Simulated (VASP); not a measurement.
**SrGa3: single point with LDA**

Crystal: SrGa3.

```xyz
4
Lattice="4.5285 0.0000 0.0000 0.0000 4.5285 0.0000 0.0000 0.0000 4.5285" Properties=species:S:1:pos:R:3 pbc="T T T"
Sr    0.0000    0.0000    0.0000
Ga    0.0000    2.2642    2.2642
Ga    2.2642    2.2642    0.0000
Ga    2.2642    0.0000    2.2642
```

| Property | Result |
| --- | --- |
| Program | VASP 6.6.1 |
| Task | single point |
| Functional | LDA |
| Potentials or basis | VASP PAW LDA potentials, release 64 (Sr_sv, Ga_d) |
| Cutoff | 520 eV |
| k mesh | 8 × 8 × 8 |
| Occupations | gaussian, width 0.05 eV |
| Spin | no spin polarisation |

```
Pressure               : -4.2 GPa
Band gap on the k mesh : zero (an odd number of electrons rules out a gap without spin polarisation)
```

Levels at points of the mesh, in eV from the Fermi level:
```tsv
k point	band 21	band 22	band 23	band 24	band 25	band 26	band 27	band 28	band 29	band 30
(0.00, 0.00, 0.00)	-3.33	-3.33	-0.86	-0.86	-0.86	3.75	3.85	3.85	3.86	3.95
(0.50, 0.00, 0.00)	-6.55	-2.47	-0.76	-0.76	-0.18	1.85	1.85	2.32	2.71	4.27
(0.50, 0.50, 0.00)	-5.37	-5.37	-2.80	0.49	0.49	1.29	1.93	2.62	2.62	4.59
(0.50, 0.50, 0.50)	-5.26	-5.26	-3.00	-1.39	-1.39	-1.39	3.57	5.59	5.59	6.52
```

Run time: 68 s on 1 thread of Intel(R) Xeon(R) 6975P-C (Granite Rapids), on a shared host, peak memory 0.23 GiB.

Caveat: the cell stands under tension.
